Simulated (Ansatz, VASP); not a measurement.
**One calculation of C, two programs**

INCAR

```
PREC = Accurate ; ENCUT = 520
EDIFF = 1E-7 ; ISMEAR = 0
SIGMA = 0.05 ; LREAL = F
LASPH = T ; NELM = 80
ALGO = Normal ; ISIF = 2
LWAVE = F ; LCHARG = T
GGA = PE ; LELF = T
LVHAR = T ; NBANDS = 11
```

KPOINTS

```
Automatic mesh
0
Gamma
  12 12 12
```

POSCAR

```
C
1.0
    0.0000000000      1.8078331732      1.7355198462
    1.8078331732      0.0000000000      1.7355198462
    1.8078331732      1.8078331732      0.0000000000
C
2
Direct
    0.5000000000      0.5000000000      0.5000000000
    0.7500000000      0.7500000000      0.7500000000
```

Input for Ansatz:

```yaml
crystal:
  lattice:
    - [0.0, 1.8078331732, 1.7355198462]
    - [1.8078331732, 0.0, 1.7355198462]
    - [1.8078331732, 1.8078331732, 0.0]
  atoms:
    - { symbol: C, position: [0.5, 0.5, 0.5] }
    - { symbol: C, position: [0.75, 0.75, 0.75] }
basis:
  ecutwfc: 420
kpoints:
  mp_grid: { grid: [12, 12, 12] }
hamiltonian:
  xc: pbe
scf:
  occupations: { method: gaussian, width: 0.05 }
output:
  forces: true
  stress: true
  eigenvalues: true
```

Alike in both runs: task single point; functional PBE; k mesh 12 × 12 × 12; occupations gaussian, width 0.05 eV; no spin polarisation.

|  | VASP | Ansatz |
| --- | --- | --- |
| version | VASP 6.6.1 | Ansatz 0.2.0 |
| potentials or method | VASP PAW PBE potentials, release 64 (C), cutoff 520 eV | scalar-relativistic, plane waves, PAW |
| valence electrons in the cell | 8 | 8 |

```csv
,VASP,Ansatz,Ansatz less VASP
gap on the k mesh at the Fermi level (eV),3.14,3.14,+0.006
least direct gap on the mesh (eV),4.88,4.88,+0.004
pressure (GPa),2.5,1.8,-0.68
"traceless stress, the component that is largest in VASP (GPa)",24.24,24.26,+0.020
```
